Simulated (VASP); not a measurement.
# HfZrSe4 (F-43m) in VASP: further runs

The runs below take HfZrSe4 through single point, relaxation of cell and atoms, with PBE.

All numbers are computed with VASP 6.6.1; they aren't measurements. Logs are shortened: lines on timing, memory, paths and dates and some standing lists are left out, and cuts for length are marked.

## (1) The cell of the first run

The structure is cubic, space group F-43m (No. 216). The conventional cell has a = 7.960 Å, b = 7.960 Å, c = 7.960 Å, α = 90.00°, β = 90.00°, γ = 90.00°. Within 4.3 Å of Zr (site symmetry -43m) lie 12 Se at 3.30 Å and 4 Hf at 3.45 Å. Within 4.3 Å of Hf (site symmetry -43m) lie 12 Se at 3.30 Å and 4 Zr at 3.45 Å. Se (site symmetry 3m) has 6 Se at 2.81 to 2.82 Å and 3 Hf at 3.30 Å and 3 Zr at 3.30 Å within 3.7 Å.

## (2) Single point, PBE

Contents of INCAR:

```
PREC     = Accurate       # precision mode
ENCUT    = 520            # plane-wave cutoff, eV
EDIFF    = 1E-6           # SCF threshold, eV
ISMEAR   = 0              # smearing method
SIGMA    = 0.1            # smearing width, eV
LREAL    = F              # projectors in reciprocal space
LASPH    = T              # aspherical terms in the spheres
NELM     = 60             # most SCF steps
ALGO     = Normal         # electronic algorithm
ISIF     = 2              # what is computed and relaxed
LWAVE    = F              # write WAVECAR
LCHARG   = F              # write CHGCAR
GGA      = PE             # functional
NBANDS   = 32             # bands
```

Contents of KPOINTS:

```
Automatic mesh
0
Gamma
  4 4 4
```

Contents of POSCAR:

```
HfZrSe4
1.0
    0.0000000000      3.9798381263      3.9798381263
    3.9798381263      0.0000000000      3.9798381263
    3.9798381263      3.9798381263      0.0000000000
Zr Hf Se
1 1 4
Direct
    0.0000000000      0.0000000000      0.0000000000
    0.2500000000      0.2500000000      0.2500000000
    0.1253128687      0.6248957104      0.6248957104
    0.6248957104      0.1253128687      0.6248957104
    0.6248957104      0.6248957104      0.1253128687
    0.6248957104      0.6248957104      0.6248957104
```

Potentials or basis: VASP PAW PBE potentials, release 64 (Zr_sv, Hf_pv, Se).

On the command line:

```bash
$ cat potpaw_PBE.64/Zr_sv/POTCAR potpaw_PBE.64/Hf_pv/POTCAR potpaw_PBE.64/Se/POTCAR > POTCAR
$ mpirun -np 1 vasp_std > vasp.out
```

OUTCAR:

```text
PREC = Accurate
   ENCUT = 520
   EDIFF = 1E-6
   ISMEAR = 0
   LREAL = F
   LASPH = T
   NELM = 60
   ISIF = 2
   GGA = PE

 ion  position               nearest neighbor table
   1  0.000  0.000  0.000-   4 3.30   5 3.30   3 3.30   5 3.30   3 3.30   4 3.30   6 3.30   6 3.30
                             6 3.30   3 3.30   4 3.30   5 3.30   2 3.45   2 3.45   2 3.45   2 3.45
   2  0.250  0.250  0.250-   3 3.30   4 3.30   5 3.30   6 3.30   6 3.30   6 3.30   3 3.30   5 3.30
                             4 3.30   4 3.30   5 3.30   3 3.30   1 3.45   1 3.45   1 3.45   1 3.45
   3  0.125  0.625  0.625-   2 3.30   2 3.30   2 3.30   1 3.30   1 3.30   1 3.30
   4  0.625  0.125  0.625-   2 3.30   2 3.30   2 3.30   1 3.30   1 3.30   1 3.30
   5  0.625  0.625  0.125-   2 3.30   2 3.30   2 3.30   1 3.30   1 3.30   1 3.30
   6  0.625  0.625  0.625-   2 3.30   2 3.30   2 3.30   1 3.30   1 3.30   1 3.30

  LATTYP: Found a face centered cubic cell.
 ALAT       =     7.9596762526

  Lattice vectors:

 A1 = (   0.0000000000,   3.9798381263,   3.9798381263)
 A2 = (   3.9798381263,   0.0000000000,   3.9798381263)
 A3 = (   3.9798381263,   3.9798381263,   0.0000000000)

Analysis of symmetry for initial positions (statically):
=====================================================================
 Subroutine PRICEL returns:
 Original cell was already a primitive cell.

 Routine SETGRP: Setting up the symmetry group for a
 face centered cubic supercell.

 Subroutine GETGRP returns: Found 24 space group operations
 (whereof 24 operations were pure point group operations)
 out of a pool of 48 trial point group operations.

The static configuration has the point symmetry T_d .

Analysis of symmetry for dynamics (positions and initial velocities):
=====================================================================
 Subroutine PRICEL returns:
 Original cell was already a primitive cell.

 Routine SETGRP: Setting up the symmetry group for a
 face centered cubic supercell.

 Subroutine GETGRP returns: Found 24 space group operations
 (whereof 24 operations were pure point group operations)
 out of a pool of 48 trial point group operations.

The dynamic configuration has the point symmetry T_d .

 Subroutine INISYM returns: Found 24 space group operations
 (whereof 24 operations are pure point group operations),
 and found     1 'primitive' translations

----------------------------------------------------------------------------------------

                                     Primitive cell

  volume of cell :     126.0742

[... 84 lines left out ...]
   NFREE  =      0    steps in history (QN), initial steepest desc. (CG)
   ISIF   =      2    stress and relaxation
   ISYM   =      2    0-nonsym 1-usesym 2-fastsym
   POTIM  = 0.5000    time-step for ionic-motion
   TEBEG  =    0.0;   TEEND  =   0.0 temperature during run
   PSTRESS=    0.0 pullay stress
   NELECT =      46.0000    total number of electrons
   NUPDOWN=      -1.0000    fix difference up-down
   EMIN   =  10.00;   EMAX   =-10.00  energy-range for DOS
   EFERMI =   0.00;   METHOD = LEGACY
   ISMEAR =     0;   SIGMA  =   0.10  broadening in eV -4-tet -1-fermi 0-gaus
   EFERMI_NEDOS =   21; number of points for ismear=-14 and -15
   IALGO  =     38    algorithm
   IMIX   =      4    mixing-type and parameters
     AMIX     =   0.40;   BMIX     =  1.00
     AMIX_MAG =   1.60;   BMIX_MAG =  1.00
  volume/ion in A,a.u.               =      21.01       141.80
  Fermi-wavevector in a.u.,A,eV,Ry     =   1.169819  2.210638 18.619256  1.368477
  Thomas-Fermi vector in A             =   2.306286
   LORBIT       =      0    0 simple, 1 ext, 2 COOP (PROOUT), +10 PAW based schemes
   GGA     = PE    functional components
   LHFCALC =     F    Hartree Fock is set to
   AEXX    =    0.0000 exact exchange contribution
   IVDW    =     0    specifies the selected vdW correction
   LEPSILON=     F    determine dielectric tensor
   LRPA    =     F    only Hartree local field effects (RPA)
 non-spin polarized calculation
 Gauss-broadening in eV      SIGMA  =   0.10
  energy-cutoff  :      520.00
  volume of cell :      126.07
 maximum number of plane-waves:      3479
 NGX is ok and might be reduce to    42
   NGX = 21   NGY = 21   NGZ = 21

 number of electron      45.9999996 magnetization

 Free energy of the ion-electron system (eV)
  ---------------------------------------------------
  ext. energy  EPLUGINS =         0.00000000
  ---------------------------------------------------
  free energy    TOTEN  =       -29.72234401 eV

  energy without entropy =      -29.67897225  energy(sigma->0) =      -29.70065813

 E-fermi :   7.0150     XC(G=0): -10.8174

 val. band max:        6.9953702082   @ k =   0.2500   0.2500   0.0000
 cond. band min:       7.0976689277   @ k =   0.5000   0.2500   0.0000
 fundamental gap:      0.1022987195
 Fermi energy:         7.0149525353

 k-point     1 :       0.0000    0.0000    0.0000
  band No.  band energies     occupation
      1     -42.7566      2.00000
      2     -24.9051      2.00000
      3     -24.9051      2.00000
      4     -24.9051      2.00000
      5     -20.7440      2.00000
      6     -20.7440      2.00000
[... 269 lines left out ...]
     31       9.6141      0.00000
     32       9.8414      0.00000

------------------------ aborting loop because EDIFF is reached ----------------------------------------

  FORCE on cell =-STRESS in cart. coord.  units (eV):
  Direction    XX          YY          ZZ          XY          YZ          ZX
  --------------------------------------------------------------------------------------
  -------------------------------------------------------------------------------------
  Total       -0.1036021     -0.1036021     -0.1036021     -0.0000000      0.0000000      0.0000000
  in kB       -1.3165972     -1.3165972     -1.3165972     -0.0000000      0.0000000      0.0000000
  external PRESSURE =      -1.3165972 kB  Pullay stress =       0.0000000 kB

 VOLUME and BASIS-vectors are now :
 -----------------------------------------------------------------------------
  energy-cutoff  :      520.00
  volume of cell :      126.07
      direct lattice vectors                 reciprocal lattice vectors
     0.000000000  3.979838126  3.979838126    -0.125633250  0.125633250  0.125633250
     3.979838126  0.000000000  3.979838126     0.125633250 -0.125633250  0.125633250
     3.979838126  3.979838126  0.000000000     0.125633250  0.125633250 -0.125633250

 POSITION                                       TOTAL-FORCE (eV/Angst)
 -----------------------------------------------------------------------------------
      0.00000      0.00000      0.00000         0.000000      0.000000      0.000000
      1.98992      1.98992      1.98992         0.000000      0.000000      0.000000
      4.97397      2.98571      2.98571        -0.004030      0.004030      0.004030
      2.98571      4.97397      2.98571         0.004030     -0.004030      0.004030
      2.98571      2.98571      4.97397         0.004030      0.004030     -0.004030
      4.97397      4.97397      4.97397        -0.004030     -0.004030     -0.004030
 -----------------------------------------------------------------------------------
    total drift:                                0.000000      0.000000      0.000000

  FREE ENERGIE OF THE ION-ELECTRON SYSTEM (eV)
  ---------------------------------------------------
  free  energy   TOTEN  =       -29.7223440111 eV

  energy  without entropy=      -29.6789722504  energy(sigma->0) =      -29.70065813
```

OSZICAR:

```text
N       E                     dE             d eps       ncg     rms          rms(c)
DAV:   1     0.285114387103E+03    0.28511E+03   -0.22562E+04   512   0.134E+03
DAV:   2    -0.983036277619E+01   -0.29494E+03   -0.28195E+03   632   0.303E+02
DAV:   3    -0.309305736787E+02   -0.21100E+02   -0.20054E+02   816   0.646E+01
DAV:   4    -0.315585856976E+02   -0.62801E+00   -0.62137E+00   728   0.101E+01
DAV:   5    -0.315714573646E+02   -0.12872E-01   -0.12855E-01   752   0.119E+00    0.240E+01
DAV:   6    -0.310668587747E+02    0.50460E+00   -0.20677E+01   704   0.108E+01    0.202E+01
DAV:   7    -0.298014976311E+02    0.12654E+01   -0.36676E+00   720   0.652E+00    0.141E+01
DAV:   8    -0.298233577369E+02   -0.21860E-01   -0.11895E+00   656   0.439E+00    0.314E+00
DAV:   9    -0.297299940349E+02    0.93364E-01   -0.25884E-01   696   0.182E+00    0.938E-01
DAV:  10    -0.297226236930E+02    0.73703E-02   -0.31109E-02   656   0.666E-01    0.581E-01
DAV:  11    -0.297223390838E+02    0.28461E-03   -0.32747E-03   736   0.277E-01    0.495E-02
DAV:  12    -0.297223415753E+02   -0.24915E-05   -0.15681E-04   688   0.468E-02    0.255E-02
DAV:  13    -0.297223430902E+02   -0.15149E-05   -0.21698E-05   584   0.246E-02    0.146E-02
DAV:  14    -0.297223440111E+02   -0.92098E-06   -0.16680E-06   480   0.677E-03
   1 F= -.29722344E+02 E0= -.29700658E+02  d E =-.433718E-01
```

stdout:

```text
POSCAR found type information on POSCAR ZrHfSe
 POSCAR found :  3 types and       6 ions
 scaLAPACK will be used
 LDA part: xc-table for (Slater+PW92), standard interpolation
 POSCAR, INCAR and KPOINTS ok, starting setup
 FFT: planning ... GRIDC
 FFT: planning ... GRID_SOFT
 FFT: planning ... GRID
 WAVECAR not read
 entering main loop
```

Wall time 80 s (1 thread of AMD EPYC 7R43 (Zen 3), shared host); peak memory 0.22 GiB.

Results:

* Free energy: -29.7223 eV
* Pressure: -0.1 GPa
* Largest force: 0.007 eV/Å
* Band gap on the k mesh: zero (band 23 reaches 7.84 eV, above the bottom of band 24 at 6.92 eV)

Forces in eV/Å, atoms in the order of the input:
```
Zr   0.000  0.000  0.000
Hf   0.000  0.000  0.000
Se  -0.004  0.004  0.004
Se   0.004 -0.004  0.004
Se   0.004  0.004 -0.004
Se  -0.004 -0.004 -0.004
```

Levels at points of the mesh, in eV from the Fermi level:
| k point | band 21 | band 22 | band 23 | band 24 | band 25 | band 26 |
| --- | --- | --- | --- | --- | --- | --- |
| (0.00, 0.00, 0.00) | -0.20 | 0.82 | 0.82 | 0.82 | 1.86 | 1.86 |
| (0.50, 0.00, 0.00) | -1.63 | 0.52 | 0.64 | 0.64 | 0.75 | 0.75 |
| (0.50, 0.50, 0.00) | -3.13 | -0.53 | -0.53 | 0.64 | 0.73 | 1.12 |

Caveat: spin-orbit coupling is left out, which moves the levels of the heavy elements.

## (3) Single point, PBE

This run uses another cell than the first one, of 23.55 Å³/atom, 1.121 times its volume.

Contents of INCAR:

```
PREC = Accurate
ENCUT = 520
EDIFF = 1E-6
ISMEAR = 0
SIGMA = 0.1
LREAL = False
LASPH = True
NELM = 60
ALGO = Normal
ISIF = 2
LWAVE = False
LCHARG = True
GGA = PE
LELF = True
LVHAR = True
NBANDS = 32
```

KPOINTS is that of step 2.

Contents of POSCAR:

```
HfZrSe4
1.0
    0.0000000000      4.1340013800      4.1340013800
    4.1340013800      0.0000000000      4.1340013800
    4.1340013800      4.1340013800      0.0000000000
Zr Hf Se
1 1 4
Direct
    0.0000000000      0.0000000000      0.0000000000
    0.2500000000      0.2500000000      0.2500000000
    0.1240070500      0.6253309800      0.6253309800
    0.6253309800      0.1240070500      0.6253309800
    0.6253309800      0.6253309800      0.1240070500
    0.6253309800      0.6253309800      0.6253309800
```

Potentials or basis: VASP PAW PBE potentials, release 64 (Zr_sv, Hf_pv, Se).

On the command line:

```bash
$ cat potpaw_PBE.64/Zr_sv/POTCAR potpaw_PBE.64/Hf_pv/POTCAR potpaw_PBE.64/Se/POTCAR > POTCAR
$ mpirun -np 1 vasp_std > vasp.out
```

OUTCAR:

```text
PREC = Accurate
   ENCUT = 520
   EDIFF = 1E-6
   ISMEAR = 0
   LREAL = False
   LASPH = True
   NELM = 60
   ISIF = 2
   GGA = PE

 ion  position               nearest neighbor table
   1  0.000  0.000  0.000-   2 3.58   2 3.58   2 3.58   2 3.58
   2  0.250  0.250  0.250-   1 3.58   1 3.58   1 3.58   1 3.58
   3  0.124  0.625  0.625-
   4  0.625  0.124  0.625-
   5  0.625  0.625  0.124-
   6  0.625  0.625  0.625-

  LATTYP: Found a face centered cubic cell.
 ALAT       =     8.2680027600

  Lattice vectors:

 A1 = (   0.0000000000,   4.1340013800,   4.1340013800)
 A2 = (   4.1340013800,   0.0000000000,   4.1340013800)
 A3 = (   4.1340013800,   4.1340013800,   0.0000000000)

Analysis of symmetry for initial positions (statically):
=====================================================================
 Subroutine PRICEL returns:
 Original cell was already a primitive cell.

 Routine SETGRP: Setting up the symmetry group for a
 face centered cubic supercell.

 Subroutine GETGRP returns: Found 24 space group operations
 (whereof 24 operations were pure point group operations)
 out of a pool of 48 trial point group operations.

The static configuration has the point symmetry T_d .

Analysis of symmetry for dynamics (positions and initial velocities):
=====================================================================
 Subroutine PRICEL returns:
 Original cell was already a primitive cell.

 Routine SETGRP: Setting up the symmetry group for a
 face centered cubic supercell.

 Subroutine GETGRP returns: Found 24 space group operations
 (whereof 24 operations were pure point group operations)
 out of a pool of 48 trial point group operations.

The dynamic configuration has the point symmetry T_d .
[... 106 lines left out ...]
   EFERMI_NEDOS =   21; number of points for ismear=-14 and -15
   IALGO  =     38    algorithm
   IMIX   =      4    mixing-type and parameters
     AMIX     =   0.40;   BMIX     =  1.00
     AMIX_MAG =   1.60;   BMIX_MAG =  1.00
  volume/ion in A,a.u.               =      23.55       158.92
  Fermi-wavevector in a.u.,A,eV,Ry     =   1.126195  2.128199 17.256467  1.268315
  Thomas-Fermi vector in A             =   2.262875
   LORBIT       =      0    0 simple, 1 ext, 2 COOP (PROOUT), +10 PAW based schemes
   GGA     = PE    functional components
   LHFCALC =     F    Hartree Fock is set to
   AEXX    =    0.0000 exact exchange contribution
   IVDW    =     0    specifies the selected vdW correction
   LEPSILON=     F    determine dielectric tensor
   LRPA    =     F    only Hartree local field effects (RPA)
 non-spin polarized calculation
 Gauss-broadening in eV      SIGMA  =   0.10
  energy-cutoff  :      520.00
  volume of cell :      141.30
 maximum number of plane-waves:      3839
 NGX is ok and might be reduce to    48
   NGX = 21   NGY = 21   NGZ = 21

 number of electron      46.0000003 magnetization

 Free energy of the ion-electron system (eV)
  ---------------------------------------------------
  ext. energy  EPLUGINS =         0.00000000
  ---------------------------------------------------
  free energy    TOTEN  =       -29.34439562 eV

  energy without entropy =      -29.28298912  energy(sigma->0) =      -29.31369237

 E-fermi :   5.8074     XC(G=0): -10.3018

 val. band max:        5.7605661595   @ k =   0.2500   0.0000   0.0000
 cond. band min:       5.8174706265   @ k =   0.2500   0.2500   0.0000
 fundamental gap:      0.0569044671
 Fermi energy:         5.8074493066

 k-point     1 :       0.0000    0.0000    0.0000
  band No.  band energies     occupation
      1     -44.2579      2.00000
      2     -26.4249      2.00000
      3     -26.4249      2.00000
      4     -26.4249      2.00000
      5     -22.2111      2.00000
      6     -22.2111      2.00000
[... 269 lines left out ...]
     31       7.9886      0.00000
     32       8.2090      0.00000

------------------------ aborting loop because EDIFF is reached ----------------------------------------

  FORCE on cell =-STRESS in cart. coord.  units (eV):
  Direction    XX          YY          ZZ          XY          YZ          ZX
  --------------------------------------------------------------------------------------
  -------------------------------------------------------------------------------------
  Total       -6.2344297     -6.2344297     -6.2344297      0.0000000      0.0000000     -0.0000000
  in kB      -70.6912188    -70.6912188    -70.6912188      0.0000000      0.0000000     -0.0000000
  external PRESSURE =     -70.6912188 kB  Pullay stress =       0.0000000 kB

 VOLUME and BASIS-vectors are now :
 -----------------------------------------------------------------------------
  energy-cutoff  :      520.00
  volume of cell :      141.30
      direct lattice vectors                 reciprocal lattice vectors
     0.000000000  4.134001380  4.134001380    -0.120948194  0.120948194  0.120948194
     4.134001380  0.000000000  4.134001380     0.120948194 -0.120948194  0.120948194
     4.134001380  4.134001380  0.000000000     0.120948194  0.120948194 -0.120948194

 POSITION                                       TOTAL-FORCE (eV/Angst)
 -----------------------------------------------------------------------------------
      0.00000      0.00000      0.00000         0.000000      0.000000     -0.000000
      2.06700      2.06700      2.06700         0.000000      0.000000     -0.000000
      5.17024      3.09776      3.09776        -0.079310      0.079310      0.079310
      3.09776      5.17024      3.09776         0.079310     -0.079310      0.079310
      3.09776      3.09776      5.17024         0.079310      0.079310     -0.079310
      5.17024      5.17024      5.17024        -0.079310     -0.079310     -0.079310
 -----------------------------------------------------------------------------------
    total drift:                                0.000028      0.000028      0.000028

  FREE ENERGIE OF THE ION-ELECTRON SYSTEM (eV)
  ---------------------------------------------------
  free  energy   TOTEN  =       -29.3443956192 eV

  energy  without entropy=      -29.2829891207  energy(sigma->0) =      -29.31369237
```

stdout:

```text
POSCAR found type information on POSCAR ZrHfSe
 POSCAR found :  3 types and       6 ions
 scaLAPACK will be used
 LDA part: xc-table for (Slater+PW92), standard interpolation
 POSCAR, INCAR and KPOINTS ok, starting setup
 FFT: planning ... GRIDC
 FFT: planning ... GRID_SOFT
 FFT: planning ... GRID
 WAVECAR not read
 entering main loop
```

It took 1.7 min on 1 thread of AMD EPYC 7R43 (Zen 3), shared host; peak memory 0.29 GiB.

What came out:

| Quantity | Value |
| --- | --- |
| Free energy | -29.3444 eV |
| Pressure | -7.1 GPa |
| Largest force | 0.137 eV/Å |
| Band gap on the k mesh | zero (band 23 reaches 6.40 eV, above the bottom of band 24 at 5.70 eV) |

Forces on the atoms (eV/Å):
```
Zr   0.000  0.000  0.000
Hf   0.000  0.000  0.000
Se  -0.079  0.079  0.079
Se   0.079 -0.079  0.079
Se   0.079  0.079 -0.079
Se  -0.079 -0.079 -0.079
```

Caveat: spin-orbit coupling is left out, which moves the levels of the heavy elements.

(Continued in part 2 of 3.)
